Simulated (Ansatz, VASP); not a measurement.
BiB: VASP beside Ansatz

File POSCAR:

```
BiB
1.0
    0.0000000000      2.7171465759      2.7171465759
    2.7171465759      0.0000000000      2.7171465759
    2.7171465759      2.7171465759      0.0000000000
B Bi
1 1
Direct
    0.0000000000      0.0000000000      0.0000000000
    0.2500000000      0.2500000000      0.2500000000
```

INCAR.step1

```
PREC = Accurate
ENCUT = 520
ISMEAR = 0
SIGMA = 0.01
LREAL = False
LASPH = True
NELM = 60
NBANDS = 16
GGA = PE
ALGO = Normal
EDIFF = 1E-4
LWAVE = True
LCHARG = False
```

File INCAR.step2:

```
PREC = Accurate
ENCUT = 520
EDIFF = 1E-7
ISMEAR = 0
SIGMA = 0.01
LREAL = False
LASPH = True
NELM = 60
ALGO = Normal
ISIF = 2
LWAVE = False
LCHARG = False
METAGGA = R2SCAN
LMIXTAU = True
NBANDS = 16
ISTART = 1
```

File KPOINTS:

```
Automatic mesh
0
Gamma
  6 6 6
```

Input for Ansatz:

```yaml
crystal:
  lattice:
    - [0.0, 2.7171465759, 2.7171465759]
    - [2.7171465759, 0.0, 2.7171465759]
    - [2.7171465759, 2.7171465759, 0.0]
  atoms:
    - { symbol: B, position: [0.0, 0.0, 0.0] }
    - { symbol: Bi, position: [0.25, 0.25, 0.25] }
kpoints:
  mp_grid: { grid: [6, 6, 6] }
hamiltonian:
  xc: r2scan
scf:
  occupations: { method: fixed }
  n_extra_bands: 4
output:
  forces: true
  stress: true
  eigenvalues: true
```

Alike in both runs: task single point; functional r2SCAN; k mesh 6 × 6 × 6; no spin polarisation.

|  | VASP | Ansatz |
| --- | --- | --- |
| version | VASP 6.6.1 | Ansatz 0.2.0 |
| potentials or method | VASP PAW PBE potentials, release 64 (B, Bi_d) | plane waves, PAW |
| plane-wave cutoff (eV) | 520 | 500 |
| occupations | gaussian, width 0.01 eV | fixed |
| valence electrons in the cell | 18 | 18 |

VASP gave:

| Quantity | Value |
| --- | --- |
| gap on the k mesh at the Fermi level (eV) | 0.64 |
| pressure (GPa) | 2.4 |

Q: Estimate Ansatz's values.

A: gap on the k mesh at the Fermi level (eV): 0.63; pressure (GPa): 2.5.

VASP's potentials were made for PBE, not for r2SCAN.

Neither program's run includes spin-orbit coupling.
